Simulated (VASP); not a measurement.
A run of VASP 6.6.1 is set up as follows.

INCAR

```
SYSTEM = WS2
PREC = Accurate
ENCUT = 520
EDIFF = 1E-6
ISMEAR = 0
SIGMA = 0.02
LREAL = .FALSE.
LASPH = .TRUE.
NELM = 80
ALGO = Normal
ISIF = 2
LWAVE = .FALSE.
LCHARG = .TRUE.
GGA = PE
IVDW = 13
LELF = .TRUE.
LVHAR = .TRUE.
NBANDS = 35
```

File KPOINTS:

```
regular mesh
0
G
  12 12 4
  0 0 0
```

POSCAR

```
WS2
1.0
    3.1557794752      0.0000000000      0.0000000000
   -1.5778897376      2.7329851943      0.0000000000
    0.0000000000      0.0000000000     12.1962067173
W S
2 4
Direct
    0.3333333333      0.6666666667      0.2500000000
    0.6666666667      0.3333333333      0.7500000000
    0.3333333333      0.6666666667      0.6208707979
    0.6666666667      0.3333333333      0.1208707979
    0.3333333333      0.6666666667      0.8791292021
    0.6666666667      0.3333333333      0.3791292021
```

Potentials or basis: VASP PAW PBE potentials, release 64 (W_sv, S).

Launch:

```sh
$ cat potpaw_PBE.64/W_sv/POTCAR potpaw_PBE.64/S/POTCAR > POTCAR
$ mpirun -np 1 vasp_std > vasp.out
```

Predict the band gap on the k mesh.

0.93 eV, indirect (least direct gap 1.83 eV).

What does it give for the dispersion energy per atom?

-0.449 eV.

Predict the pressure.

0.0 GPa.

What does it give for the largest force?

0.005 eV/Å.

Forces in eV/Å, atoms in the order of the input:
```
W    0.000  0.000  0.000
W    0.000  0.000  0.000
S    0.000  0.000  0.005
S    0.000  0.000  0.005
S    0.000  0.000 -0.005
S    0.000  0.000 -0.005
```

Caveat: spin-orbit coupling is left out, which moves the levels of the heavy elements. A k mesh can miss the band edges.
